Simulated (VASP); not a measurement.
Ru2S: relaxation of cell and atoms with PBE

The system is Ru2S.

```
CELL_PARAMETERS angstrom
0.00000 2.76185 2.76185
2.76185 0.00000 2.76185
2.76185 2.76185 0.00000
ATOMIC_POSITIONS crystal
Ru 0.25000 0.25000 0.25000
Ru 0.75000 0.75000 0.75000
S 0.00000 0.00000 0.00000
```

| Quantity | Value |
| --- | --- |
| Program | VASP 6.6.1 |
| Task | relaxation of cell and atoms |
| Functional | PBE |
| Potentials or basis | VASP PAW PBE potentials, release 64 (Ru_pv, S) |
| Cutoff | 600 eV |
| k mesh | 14 × 14 × 14 |
| Occupations | gaussian, width 0.1 eV |
| Spin | no spin polarisation |
| Dipole correction | no |
| Further INCAR settings | ALGO = Normal; EDIFF = 1e-07; IBRION = 2; EDIFFG = -0.01; NSW = 100; ISIF = 3 |

The relaxed volume is 14.06 Å³/atom and the relaxed cell is a = 3.907 Å, b = 3.907 Å, c = 3.907 Å, α = 60.00°, β = 60.00°, γ = 60.00°. The space group after relaxing (to 0.05 Å) is Fm-3m (No. 225). The energy gained by relaxing is 0.0 meV/atom and the ionic steps are 3. The pressure after relaxing is 0.0 GPa and the band gap on the k mesh is zero (band 17 reaches 13.53 eV, above the bottom of band 18 at 10.46 eV).

Final structure:
```
Ru S
1.0
     0.00000    2.76277    2.76277
     2.76277    0.00000    2.76277
     2.76277    2.76277    0.00000
Ru S
2 1
Direct
  0.25000 0.25000 0.25000
  0.75000 0.75000 0.75000
  0.00000 0.00000 0.00000
```

Levels at points of the mesh, in eV from the Fermi level:
| k point | band 14 | band 15 | band 16 | band 17 | band 18 | band 19 | band 20 | band 21 |
| --- | --- | --- | --- | --- | --- | --- | --- | --- |
| (0.00, 0.00, 0.00) | 0.07 | 0.07 | 0.07 | 1.96 | 1.96 | 2.79 | 2.79 | 2.79 |
| (0.50, 0.00, 0.00) | -1.95 | -1.95 | -1.71 | -1.71 | -1.10 | 3.16 | 3.16 | 3.39 |
| (0.50, 0.50, 0.00) | -1.64 | -1.64 | -0.42 | -0.42 | 0.51 | 1.44 | 1.84 | 5.23 |

Run time: 67 s on 1 thread of Intel(R) Xeon(R) 6975P-C (Granite Rapids), on a shared host, peak memory 0.25 GiB.
